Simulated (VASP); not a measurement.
# CoO (Fm-3m) in VASP: notebook, part 3 of 3

VASP 6.6.1. The steps go on from the part before.

### Step 6. Single point, PBEsol+D3(BJ), collinear spin, ferromagnetic start

This run uses another cell than the first one, of 9.61 Å³/atom, 0.954 times its volume.

File INCAR:

```
  PREC = Accurate
  ENCUT = 520
  EDIFF = 1E-6
  ISMEAR = -1
  SIGMA = 0.05
  LREAL = False
  LASPH = True
  NELM = 150
  ALGO = Normal
  ISIF = 2
  LWAVE = False
  LCHARG = False
  ISPIN = 2
  MAGMOM = 2 0
  LORBIT = 11
  LMAXMIX = 4
  GGA = PS
  IVDW = 12
  NBANDS = 18
```

File KPOINTS:

```
Automatic mesh
0
Gamma
  11 11 11
```

File POSCAR:

```
CoO
1.0
    0.0000000000      2.1259856835      2.1259856835
    2.1259856835      0.0000000000      2.1259856835
    2.1259856835      2.1259856835      0.0000000000
Co O
1 1
Direct
    0.0000000000      0.0000000000      0.0000000000
    0.5000000000      0.5000000000      0.5000000000
```

Potentials or basis: VASP PAW PBE potentials, release 64 (Co, O).

On the command line:

```
$ cat potpaw_PBE.64/Co/POTCAR potpaw_PBE.64/O/POTCAR > POTCAR
$ mpirun -np 1 vasp_std > vasp.out
```

OUTCAR:

```text
PREC = Accurate
   ENCUT = 520
   EDIFF = 1E-6
   ISMEAR = -1
   LREAL = False
   LASPH = True
   NELM = 150
   ISIF = 2
   ISPIN = 2
   LORBIT = 11
   GGA = PS
   IVDW = 12
 IVDW          = 12

 ion  position               nearest neighbor table
   1  0.000  0.000  0.000-   2 2.13   2 2.13   2 2.13   2 2.13   2 2.13   2 2.13
   2  0.500  0.500  0.500-   1 2.13   1 2.13   1 2.13   1 2.13   1 2.13   1 2.13

  LATTYP: Found a face centered cubic cell.
 ALAT       =     4.2519713670

  Lattice vectors:

 A1 = (   0.0000000000,   2.1259856835,   2.1259856835)
 A2 = (   2.1259856835,   0.0000000000,   2.1259856835)
 A3 = (   2.1259856835,   2.1259856835,   0.0000000000)

Analysis of symmetry for initial positions (statically):
=====================================================================
 Subroutine PRICEL returns:
 Original cell was already a primitive cell.

 Routine SETGRP: Setting up the symmetry group for a
[... 702 lines left out ...]
      3       5.2574      1.00000
      4       5.2574      1.00000
      5       6.7838      1.00000
      6       6.7838      1.00000
[... 493 lines left out ...]
     17      36.1806      0.00000
     18      37.9190      0.00000

 [... further k-points ...]

------------------------ aborting loop because EDIFF is reached ----------------------------------------

 Edisp (eV)   -0.43365

 E8    (eV) :    -0.2654

  FORCE on cell =-STRESS in cart. coord.  units (eV):
  Direction    XX          YY          ZZ          XY          YZ          ZX
  --------------------------------------------------------------------------------------
  -------------------------------------------------------------------------------------
  Total      -0.09822    -0.09822    -0.09822     0.00000    -0.00000     0.00000
  in kB      -8.18868    -8.18868    -8.18868     0.00000    -0.00000     0.00000
  external pressure =       -8.19 kB  Pullay stress =        0.00 kB

 VOLUME and BASIS-vectors are now :
 -----------------------------------------------------------------------------
  energy-cutoff  :      520.00
  volume of cell :       19.22
      direct lattice vectors                 reciprocal lattice vectors
     0.000000000  2.125985684  2.125985684    -0.235185027  0.235185027  0.235185027
     2.125985684  0.000000000  2.125985684     0.235185027 -0.235185027  0.235185027
     2.125985684  2.125985684  0.000000000     0.235185027  0.235185027 -0.235185027

 POSITION                                       TOTAL-FORCE (eV/Angst)
 -----------------------------------------------------------------------------------
      0.00000      0.00000      0.00000        -0.000000     -0.000000     -0.000000
      2.12599      2.12599      2.12599         0.000000      0.000000      0.000000
 -----------------------------------------------------------------------------------
    total drift:                                0.000000     -0.000000     -0.000000

  FREE ENERGIE OF THE ION-ELECTRON SYSTEM (eV)
  ---------------------------------------------------
  free  energy   TOTEN  =       -14.4019499135 eV

  energy  without entropy=      -14.3691733009  energy(sigma->0) =      -14.38556161

 total charge

# of ion       s       p       d       tot
------------------------------------------
    1        0.299   0.365   7.148   7.811
    2        1.551   3.402   0.000   4.953
--------------------------------------------------
tot          1.850   3.767   7.148  12.764

 magnetization (x)

# of ion       s       p       d       tot
------------------------------------------
    1        0.020   0.018   2.517   2.554
    2        0.029   0.283   0.000   0.312
--------------------------------------------------
tot          0.049   0.300   2.517   2.866
```

stdout:

```text
POSCAR found type information on POSCAR CoO
 POSCAR found :  2 types and       2 ions
 scaLAPACK will be used
 -----------------------------------------------------------------------------
|                                                                             |
|                                                                             |
|     You enforced a specific xc type in the INCAR file but a different       |
|     I HOPE YOU KNOW WHAT YOU ARE DOING!                                     |
|                                                                             |
 -----------------------------------------------------------------------------

 LDA part: xc-table for (Slater+PW92), standard interpolation
 POSCAR, INCAR and KPOINTS ok, starting setup
 FFT: planning ... GRIDC
 FFT: planning ... GRID_SOFT
 FFT: planning ... GRID
 WAVECAR not read
 entering main loop
```

Run time: 33 s. Hardware: 1 thread of Intel Xeon Platinum 8488C (Sapphire Rapids), shared host; peak memory 0.18 GiB.

Results:

```yaml
Free_energy: -14.4019 eV
Pressure: -0.8 GPa
Net_moment: 2.92 μB per cell
Site_moments: Co +2.55; O +0.31 μB
Valence_electrons_inside_the_program's_atomic_spheres: Co 7.81; O 4.95
Dispersion_energy_per_atom: -0.217 eV
```

Caveat: the PAW data sets were made with another functional, which shifts forces and pressure a little; a cell with one magnetic atom can't hold antiferromagnetic order, which such compounds often take; semilocal functionals often make such compounds metallic where correlation or magnetic order opens a gap, which also shifts bond lengths; pairwise dispersion overbinds metals, which lowers pressure and volume.

### Step 7. The runs side by side

| level | potentials or basis | cell | cutoff (eV) | second run | gap on the mesh (eV) | pressure (GPa) | moment (μB) |
| --- | --- | --- | --- | --- | --- | --- | --- |
| PBE | VASP PAW PBE potentials, release 64 (Co, O) | a = 3.054 Å, angles 60.0°, 2 atoms | 520 | - | none | -8.3 | 2.97 |
| revPBE | VASP PAW PBE potentials, release 64 (Co_sv, O) | a = 2.974 Å, angles 60.0°, 2 atoms | 600 | valence_matched | none | 7.3 | 2.85 |
| PBEsol+D4 | VASP PAW PBE potentials, release 64 (Co_sv, O) | a = 3.034 Å, angles 60.0°, 2 atoms | 600 | valence_matched | none | -17.9 | 2.98 |
| RPBE+D3(BJ) | VASP PAW PBE potentials, release 64 (Co, O) | a = 3.009 Å, angles 60.0°, 2 atoms | 520 | - | none | -0.4 | 2.92 |
| PBEsol+D3(BJ) | VASP PAW PBE potentials, release 64 (Co, O) | a = 3.007 Å, angles 60.0°, 2 atoms | 520 | - | none | -0.8 | 2.92 |

Alike in all rows: task single point; spin collinear, ferromagnetic start; k mesh 11 × 11 × 11; smearing fermi-dirac 0.05 eV.

Caveats: a cell with one magnetic atom can't hold antiferromagnetic order, which such compounds often take; semilocal functionals often make such compounds metallic where correlation or magnetic order opens a gap, which also shifts bond lengths; the PAW data sets were made with another functional, which shifts forces and pressure a little (some runs); pairwise dispersion overbinds metals, which lowers pressure and volume (some runs).

Total energies depend on the potentials used, so only differences within one code and one set of settings carry meaning.
